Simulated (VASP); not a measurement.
# Al2InSb3 (I-4m2) in VASP: single point with PBE

Aim: the single point of Al2InSb3 with PBE.

Everything below comes from runs of VASP 6.6.1. Logs are shortened: lines on timing, memory, paths and dates and some standing lists are left out, and cuts for length are marked.

### 1 The cell of the first run

The structure is tetragonal, space group I-4m2 (No. 119). Conventional cell: a = 4.400 Å, b = 4.400 Å, c = 18.710 Å, α = 90.00°, β = 90.00°, γ = 90.00°. Within 3.5 Å of Al (site symmetry 2mm) lie 4 Sb at 2.65 to 2.66 Å. In (site symmetry -4m2) has 4 Sb at 2.78 Å within 3.7 Å. Sb (site symmetry 2mm) has 2 Al at 2.65 Å and 2 In at 2.78 Å within 3.5 Å. Sb (site symmetry -4m2) has 4 Al at 2.66 Å within 3.5 Å.

### 2 Single point, PBE (30.19 Å³/atom)

Contents of INCAR:

```
SYSTEM = Al2InSb3
ALGO     = Normal         ! electronic algorithm
EDIFF    = 1E-6           ! SCF threshold, eV
ENCUT    = 520            ! plane-wave cutoff, eV
GGA      = PE             ! functional
ISIF     = 2              ! what is computed and relaxed
ISMEAR   = 0              ! smearing method
LASPH    = .True.         ! aspherical terms in the spheres
LCHARG   = .False.        ! write CHGCAR
LREAL    = .False.        ! projectors in reciprocal space
LWAVE    = .False.        ! write WAVECAR
NBANDS   = 26             ! bands
NELM     = 100            ! most SCF steps
PREC     = Accurate       ! precision mode
SIGMA    = 0.02           ! smearing width, eV
```

Contents of KPOINTS:

```
k-points
0
Gamma
  12 12 12
  0 0 0
```

Contents of POSCAR:

```
Al2InSb3
1.0
   -2.2000554725      2.2000554725      9.3551308424
    2.2000554725     -2.2000554725      9.3551308424
    2.2000554725      2.2000554725     -9.3551308424
Al In Sb
2 1 3
Direct
    0.6699883106      0.6699883106      0.0000000000
    0.3300116894      0.3300116894      0.0000000000
    0.0000000000      0.0000000000      0.0000000000
    0.5910827274      0.0910827274      0.5000000000
    0.2500000000      0.7500000000      0.5000000000
    0.9089172726      0.4089172726      0.5000000000
```

Potentials or basis: VASP PAW PBE potentials, release 64 (Al, In_d, Sb).

Launch:

```console
$ cat potpaw_PBE.64/Al/POTCAR potpaw_PBE.64/In_d/POTCAR potpaw_PBE.64/Sb/POTCAR > POTCAR
$ mpirun -np 1 vasp_std > vasp.out
```

OUTCAR:

```text
SYSTEM = Al2InSb3
   EDIFF = 1E-6
   ENCUT = 520
   GGA = PE
   ISIF = 2
   ISMEAR = 0
   LASPH = .True.
   LREAL = .False.
   NELM = 100
   PREC = Accurate

 ion  position               nearest neighbor table
   1  0.670  0.670  0.000-   4 2.65   4 2.65   5 2.66   5 2.66
   2  0.330  0.330  0.000-   6 2.65   6 2.65   5 2.66   5 2.66
   3  0.000  0.000  0.000-   4 2.78   6 2.78   4 2.78   6 2.78
   4  0.591  0.091  0.500-   1 2.65   1 2.65   3 2.78   3 2.78
   5  0.250  0.750  0.500-   2 2.66   1 2.66   2 2.66   1 2.66
   6  0.909  0.409  0.500-   2 2.65   2 2.65   3 2.78   3 2.78

  LATTYP: Found a body centered tetragonal cell.
 ALAT       =     4.4001109450
 C/A-ratio  =     4.2522249822

  Lattice vectors:

 A1 = (  -2.2000554725,   2.2000554725,   9.3551308424)
 A2 = (   2.2000554725,  -2.2000554725,   9.3551308424)
 A3 = (   2.2000554725,   2.2000554725,  -9.3551308424)

Analysis of symmetry for initial positions (statically):
=====================================================================
 Subroutine PRICEL returns:
 Original cell was already a primitive cell.

 Routine SETGRP: Setting up the symmetry group for a
 body centered tetragonal supercell.

 Subroutine GETGRP returns: Found  8 space group operations
 (whereof  8 operations were pure point group operations)
 out of a pool of 16 trial point group operations.

The static configuration has the point symmetry D_2d.

Analysis of symmetry for dynamics (positions and initial velocities):
=====================================================================
 Subroutine PRICEL returns:
 Original cell was already a primitive cell.

 Routine SETGRP: Setting up the symmetry group for a
 body centered tetragonal supercell.

 Subroutine GETGRP returns: Found  8 space group operations
 (whereof  8 operations were pure point group operations)
 out of a pool of 16 trial point group operations.

The dynamic configuration has the point symmetry D_2d.

 Subroutine INISYM returns: Found  8 space group operations
 (whereof  8 operations are pure point group operations),
 and found     1 'primitive' translations

----------------------------------------------------------------------------------------

                                     Primitive cell

  volume of cell :     181.1245

  direct lattice vectors                    reciprocal lattice vectors
    -2.200055472  2.200055472  9.355130842     0.000000000  0.227266997  0.053446607
     2.200055472 -2.200055472  9.355130842     0.227266997  0.000000000  0.053446607
     2.200055472  2.200055472 -9.355130842     0.227266997  0.227266997  0.000000000

  length of vectors
     9.858953354  9.858953354  9.858953354     0.233466973  0.233466973  0.321404069

  position of ions in fractional coordinates (direct lattice)
     0.669988311  0.669988311  0.000000000
     0.330011689  0.330011689  0.000000000
     0.000000000  0.000000000  0.000000000
     0.591082727  0.091082727  0.500000000
     0.250000000  0.750000000  0.500000000
     0.908917273  0.408917273  0.500000000

  ion indices of the primitive-cell ions
   primitive index   ion index
                 1           1
                 2           2
                 3           3
                 4           4
                 5           5
                 6           6

----------------------------------------------------------------------------------------

 KPOINTS: k-points

Automatic generation of k-mesh.
 Grid dimensions read from file:
 generate k-points for:   12   12   12

 Generating k-lattice:

  Cartesian coordinates                     Fractional coordinates (reciprocal lattice)
     0.000000000  0.018938916  0.004453884     0.083333333  0.000000000  0.000000000
     0.018938916  0.000000000  0.004453884     0.000000000  0.083333333  0.000000000
     0.018938916  0.018938916  0.000000000     0.000000000  0.000000000  0.083333333

  Length of vectors
     0.019455581  0.019455581  0.026783672

  Shift w.r.t. Gamma in fractional coordinates (k-lattice)
     0.000000000  0.000000000  0.000000000

 Subroutine IBZKPT returns following result:
 ===========================================

 Found    163 irreducible k-points:

 Following reciprocal coordinates:
            Coordinates               Weight
  0.000000  0.000000  0.000000      1.000000
  0.083333  0.000000 -0.000000      8.000000
  0.166667  0.000000 -0.000000      8.000000
  0.250000  0.000000 -0.000000      8.000000
  0.333333  0.000000 -0.000000      8.000000
  0.416667  0.000000 -0.000000      8.000000
[... 16 lines left out ...]
  0.500000  0.166667 -0.000000     16.000000
 -0.416667  0.166667  0.000000     16.000000
 [... further k-points ...]
   k-points           NKPTS =    163   k-points in BZ     NKDIM =    163   number of bands    NBANDS=     26
   number of dos      NEDOS =    301   number of ions     NIONS =      6
   total plane-waves  NPLWV = 512000
   dimension x,y,z NGX =    80 NGY =   80 NGZ =   80
   dimension x,y,z NGXF=   160 NGYF=  160 NGZF=  160
   ions per type =               2   1   3
   NGX,Y,Z   is equivalent  to a cutoff of  13.49, 13.49, 13.49 a.u.
   NGXF,Y,Z  is equivalent  to a cutoff of  26.98, 26.98, 26.98 a.u.
 SYSTEM =  Al2InSb3
   PREC   = accura    normal or accurate (medium, high low for compatibility)
   ISTART =      0    job   : 0-new  1-cont  2-samecut
   ICHARG =      2    charge: 1-file 2-atom 10-const
   ISPIN  =      1    spin polarized calculation?
   LNONCOLLINEAR =      F non collinear calculations
   LSORBIT =      F    spin-orbit coupling
   LASPH  =      T    aspherical Exc in radial PAW
   ENCUT  =  520.0 eV  38.22 Ry    6.18 a.u.  18.33 18.33 18.33*2*pi/ulx,y,z
   NELM   =    100;   NELMIN=  2; NELMDL= -5     # of ELM steps
   EDIFF  = 0.1E-05   stopping-criterion for ELM
   LREAL  =      F    real-space projection
   EDIFFG = 0.1E-04   stopping-criterion for IOM
   NSW    =      0    number of steps for IOM
   IBRION =     -1    ionic relax: 0-MD 1-quasi-New 2-CG
   NFREE  =      0    steps in history (QN), initial steepest desc. (CG)
   ISIF   =      2    stress and relaxation
   ISYM   =      2    0-nonsym 1-usesym 2-fastsym
   POTIM  = 0.5000    time-step for ionic-motion
   TEBEG  =    0.0;   TEEND  =   0.0 temperature during run
   PSTRESS=    0.0 pullay stress
   NELECT =      34.0000    total number of electrons
   NUPDOWN=      -1.0000    fix difference up-down
   EMIN   =  10.00;   EMAX   =-10.00  energy-range for DOS
   EFERMI =   0.00;   METHOD = LEGACY
   ISMEAR =     0;   SIGMA  =   0.02  broadening in eV -4-tet -1-fermi 0-gaus
   EFERMI_NEDOS =   21; number of points for ismear=-14 and -15
   IALGO  =     38    algorithm
   IMIX   =      4    mixing-type and parameters
     AMIX     =   0.40;   BMIX     =  1.00
     AMIX_MAG =   1.60;   BMIX_MAG =  1.00
  volume/ion in A,a.u.               =      30.19       203.71
  Fermi-wavevector in a.u.,A,eV,Ry     =   0.937365  1.771363 11.954803  0.878653
  Thomas-Fermi vector in A             =   2.064469
   LORBIT       =      0    0 simple, 1 ext, 2 COOP (PROOUT), +10 PAW based schemes
   GGA     = PE    functional components
   LHFCALC =     F    Hartree Fock is set to
   AEXX    =    0.0000 exact exchange contribution
   IVDW    =     0    specifies the selected vdW correction
   LEPSILON=     F    determine dielectric tensor
   LRPA    =     F    only Hartree local field effects (RPA)
 non-spin polarized calculation
 Gauss-broadening in eV      SIGMA  =   0.02
  energy-cutoff  :      520.00
  volume of cell :      181.12
 maximum number of plane-waves:      4919
 NGX is ok and might be reduce to    80
   NGX = 37   NGY = 37   NGZ = 37

 number of electron      34.0000001 magnetization

 Free energy of the ion-electron system (eV)
  ---------------------------------------------------
  ext. energy  EPLUGINS =         0.00000000
  ---------------------------------------------------
  free energy    TOTEN  =       -23.20843700 eV

  energy without entropy =      -23.20843700  energy(sigma->0) =      -23.20843700

 E-fermi :   5.2229     XC(G=0):  -8.7228

 val. band max:        5.0902444947   @ k =   0.0000   0.0000   0.0000
 cond. band min:       6.0679359093   @ k =   0.0000   0.0000   0.0000
 fundamental gap:      0.9776914146
 Fermi energy:         5.2228961412

 k-point     1 :       0.0000    0.0000    0.0000
  band No.  band energies     occupation
      1      -9.4387      2.00000
      2      -9.3647      2.00000
      3      -9.3647      2.00000
      4      -9.3057      2.00000
      5      -9.2999      2.00000
      6      -5.7518      2.00000
[... 18 lines left out ...]
     25       8.1974      0.00000
     26      11.2944      0.00000

 k-point     2 :       0.0833    0.0000   -0.0000
  band No.  band energies     occupation
      1      -9.4370      2.00000
      2      -9.3673      2.00000
      3      -9.3645      2.00000
      4      -9.3051      2.00000
      5      -9.3006      2.00000
      6      -5.7060      2.00000
[... 18 lines left out ...]
     25       8.4416      0.00000
     26      10.9655      0.00000

 k-point     3 :       0.1667    0.0000   -0.0000
  band No.  band energies     occupation
      1      -9.4324      2.00000
      2      -9.3741      2.00000
      3      -9.3641      2.00000
      4      -9.3035      2.00000
      5      -9.3025      2.00000
      6      -5.5705      2.00000
[... 18 lines left out ...]
     25       9.0324      0.00000
     26      10.0967      0.00000

 k-point     4 :       0.2500    0.0000   -0.0000
  band No.  band energies     occupation
      1      -9.4272      2.00000
      2      -9.3826      2.00000
      3      -9.3635      2.00000
      4      -9.3051      2.00000
      5      -9.3011      2.00000
      6      -5.3526      2.00000
[... 18 lines left out ...]
     25       9.6601      0.00000
     26       9.9441      0.00000

 k-point     5 :       0.3333    0.0000   -0.0000
  band No.  band energies     occupation
      1      -9.4239      2.00000
      2      -9.3893      2.00000
      3      -9.3629      2.00000
      4      -9.3077      2.00000
      5      -9.2985      2.00000
      6      -5.0670      2.00000
[... 18 lines left out ...]
     25       9.5067      0.00000
     26      10.2259      0.00000

 k-point     6 :       0.4167    0.0000   -0.0000
  band No.  band energies     occupation
      1      -9.4237      2.00000
      2      -9.3921      2.00000
      3      -9.3625      2.00000
      4      -9.3096      2.00000
      5      -9.2965      2.00000
      6      -4.7413      2.00000
[... 427 lines left out ...]
 k-point    21 :       0.3333    0.1667   -0.0000
  band No.  band energies     occupation
      1      -9.4210      2.00000
      2      -9.3924      2.00000
      3      -9.3621      2.00000
      4      -9.3109      2.00000
      5      -9.2974      2.00000
      6      -4.8705      2.00000
[... 18 lines left out ...]
     25       9.7399      0.00000
     26      10.1467      0.00000

 k-point    22 :       0.4167    0.1667   -0.0000
  band No.  band energies     occupation
      1      -9.4219      2.00000
      2      -9.3950      2.00000
      3      -9.3601      2.00000
      4      -9.3129      2.00000
      5      -9.2956      2.00000
      6      -4.5598      2.00000
[... 18 lines left out ...]
     25       9.8972      0.00000
     26       9.9546      0.00000

 k-point    23 :       0.5000    0.1667   -0.0000
  band No.  band energies     occupation
      1      -9.4228      2.00000
      2      -9.3955      2.00000
      3      -9.3593      2.00000
      4      -9.3136      2.00000
      5      -9.2948      2.00000
      6      -4.3317      2.00000
[... 18 lines left out ...]
     25       9.7608      0.00000
     26      10.1459      0.00000

 k-point    24 :      -0.4167    0.1667    0.0000
  band No.  band energies     occupation
      1      -9.4219      2.00000
      2      -9.3950      2.00000
      3      -9.3601      2.00000
      4      -9.3129      2.00000
      5      -9.2956      2.00000
      6      -4.6094      2.00000
[... 18 lines left out ...]
     25       9.8787      0.00000
     26      10.3615      0.00000

 [... further k-points ...]

------------------------ aborting loop because EDIFF is reached ----------------------------------------

  FORCE on cell =-STRESS in cart. coord.  units (eV):
  Direction    XX          YY          ZZ          XY          YZ          ZX
  --------------------------------------------------------------------------------------
  -------------------------------------------------------------------------------------
  Total        3.7561150      3.7561150      3.7430780      0.0000000      0.0000000      0.0000000
  in kB       33.2255621     33.2255621     33.1102409      0.0000000      0.0000000      0.0000000
  external PRESSURE =      33.1871217 kB  Pullay stress =       0.0000000 kB

 VOLUME and BASIS-vectors are now :
 -----------------------------------------------------------------------------
  energy-cutoff  :      520.00
  volume of cell :      181.12
      direct lattice vectors                 reciprocal lattice vectors
    -2.200055472  2.200055472  9.355130842     0.000000000  0.227266997  0.053446607
     2.200055472 -2.200055472  9.355130842     0.227266997  0.000000000  0.053446607
     2.200055472  2.200055472 -9.355130842     0.227266997  0.227266997  0.000000000

 POSITION                                       TOTAL-FORCE (eV/Angst)
 -----------------------------------------------------------------------------------
      0.00000      0.00000     12.53566         0.000000     -0.000000     -0.000281
      0.00000      0.00000      6.17461         0.000000     -0.000000      0.000281
      0.00000      0.00000      0.00000         0.000000     -0.000000     -0.000000
      0.00000      2.20006      1.70418        -0.000000      0.000000     -0.023788
      2.20006      0.00000      4.67757         0.000000     -0.000000     -0.000000
      0.00000      2.20006      7.65095        -0.000000      0.000000      0.023788
 -----------------------------------------------------------------------------------
    total drift:                               -0.000000      0.000000      0.000000

  FREE ENERGIE OF THE ION-ELECTRON SYSTEM (eV)
  ---------------------------------------------------
  free  energy   TOTEN  =       -23.2084370035 eV

  energy  without entropy=      -23.2084370035  energy(sigma->0) =      -23.20843700
```

It took 35 min on 1 thread of AMD EPYC 9R45 (Zen 5), shared host; peak memory 1.4 GiB.

Results:

```yaml
Free_energy: -23.2084 eV
Pressure: 3.3 GPa
Largest_force: 0.024 eV/Å
Band_gap_on_the_k_mesh: 0.98 eV
```

Forces in eV/Å, atoms in the order of the input:
```
Al   0.000  0.000  0.000
Al   0.000  0.000  0.000
In   0.000  0.000  0.000
Sb   0.000  0.000 -0.024
Sb   0.000  0.000  0.000
Sb   0.000  0.000  0.024
```

Caveat: the cell stands under pressure; spin-orbit coupling is left out, which moves the levels of the heavy elements.
